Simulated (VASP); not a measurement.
CdSe:

```
Cd Se
1.0
     7.21625    0.00000    0.00000
     0.00000    4.40822    0.00000
     0.00000    0.00000    7.40976
Cd Se
4 4
Direct
  0.82107 0.75000 0.40954
  0.67893 0.25000 0.90954
  0.32107 0.75000 0.09046
  0.17893 0.25000 0.59046
  0.82107 0.25000 0.59046
  0.67893 0.75000 0.09046
  0.32107 0.25000 0.90954
  0.17893 0.75000 0.40954
```

The cell was generated, and may not be a known phase.

| Quantity | Value |
| --- | --- |
| Program | VASP 6.6.1 |
| Task | relaxation of cell and atoms |
| Functional | PBE |
| Potentials or basis | VASP PAW PBE potentials, release 64 (Cd, Se) |
| Cutoff | 600 eV |
| k mesh | 4 × 4 × 4 |
| Occupations | gaussian, width 0.1 eV |
| Spin | no spin polarisation |

At the start: pressure 7.3 GPa; volume 29.46 Å³/atom.

Q: How do energy, volume and symmetry change on relaxing?

A: Over 14 steps the energy falls by 108.4 meV/atom and the volume is 34.06 Å³/atom (+15.6 %); space group Pnma (No. 62, to 0.1 Å) before and after.

Step by step:
```tsv
step	energy change (eV)	largest force (eV/Å)	pressure (GPa)	volume (Å³)
1	0.0000	1.2143	7.34	235.71
2	-0.6547	0.3728	-2.04	284.74
3	-0.7896	0.1729	0.05	267.83
4	-0.7894	0.1835	-0.05	268.50
5	-0.8023	0.1660	-0.07	268.99
6	-0.8095	0.1759	-0.07	269.66
7	-0.8212	0.1638	0.04	269.33
8	-0.8399	0.1571	0.37	268.30
9	-0.8484	0.1329	0.23	269.44
10	-0.8617	0.0699	-0.15	272.88
11	-0.8622	0.0641	-0.23	273.63
12	-0.8648	0.0301	-0.09	273.01
13	-0.8654	0.0474	0.00	272.59
14	-0.8670	0.0375	0.05	272.45
```

Final structure:
```
Cd Se
1.0
     7.89664    0.00000    0.00000
     0.00000    4.52652    0.00000
     0.00000    0.00000    7.62209
Cd Se
4 4
Cartesian
  6.6127 3.3949 3.0966
  5.2323 1.1316 6.9076
  2.6643 3.3949 0.7144
  1.2840 1.1316 4.5255
  6.4246 1.1316 4.5516
  5.4204 3.3949 0.7406
  2.4762 1.1316 6.8815
  1.4721 3.3949 3.0705
```

Caveat: the volume moved by over 15 % at a fixed basis, so the end points are rough.
